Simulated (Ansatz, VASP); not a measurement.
# CaB2: VASP beside Ansatz

File INCAR:

```
SYSTEM = CaB2
PREC = Accurate
ENCUT = 520
EDIFF = 1E-7
ISMEAR = 0
SIGMA = 0.1
LREAL = .False.
LASPH = .True.
NELM = 100
ALGO = Normal
ISIF = 2
LWAVE = .False.
LCHARG = .True.
GGA = PS
LELF = .True.
LVHAR = .True.
NBANDS = 15
```

KPOINTS

```
regular mesh
0
Gamma
  15 15 12
  0 0 0
```

File POSCAR:

```
CaB2
1.0
    3.6440441021      0.0000000000      0.0000000000
   -1.8220220510      3.1558347649      0.0000000000
    0.0000000000      0.0000000000      3.7966803961
Ca B
1 2
Direct
    0.0000000000      0.0000000000      0.0000000000
    0.3333333300      0.6666666700      0.5000000000
    0.6666666700      0.3333333300      0.5000000000
```

Input for Ansatz:

```yaml
crystal:
  lattice:
    - [3.6440441021, 0.0, 0.0]
    - [-1.822022051, 3.1558347649, 0.0]
    - [0.0, 0.0, 3.7966803961]
  atoms:
    - { symbol: Ca, position: [0.0, 0.0, 0.0] }
    - { symbol: B, position: [0.33333333, 0.66666667, 0.5] }
    - { symbol: B, position: [0.66666667, 0.33333333, 0.5] }
basis:
  ecutwfc: 420
kpoints:
  mp_grid: { grid: [15, 15, 12] }
hamiltonian:
  xc: pbesol
scf:
  occupations: { method: gaussian, width: 0.1 }
output:
  forces: true
  stress: true
  eigenvalues: true
  populations: true
```

Alike in both runs: task single point; functional PBEsol; k mesh 15 × 15 × 12; occupations gaussian, width 0.1 eV; no spin polarisation.

```csv
,VASP,Ansatz
version,VASP 6.6.1,Ansatz 0.2.0
potentials or method,"VASP PAW PBE potentials, release 64 (Ca_sv, B), cutoff 520 eV","scalar-relativistic, plane waves, PAW"
valence electrons in the cell,16,16
```

Ansatz gave:

```
gap on the k mesh at the Fermi level (eV)                     : none
pressure (GPa)                                                : -17.8
traceless stress, the component that is largest in VASP (GPa) : 19.22
```

**Question.** Which values does VASP return?

**Answer.** gap on the k mesh at the Fermi level (eV): none; pressure (GPa): -17.5; traceless stress, the component that is largest in VASP (GPa): 19.27.

VASP's potentials were made for PBE, not for PBEsol. A gap of «none» marks a metal or a gap that the smearing closes.
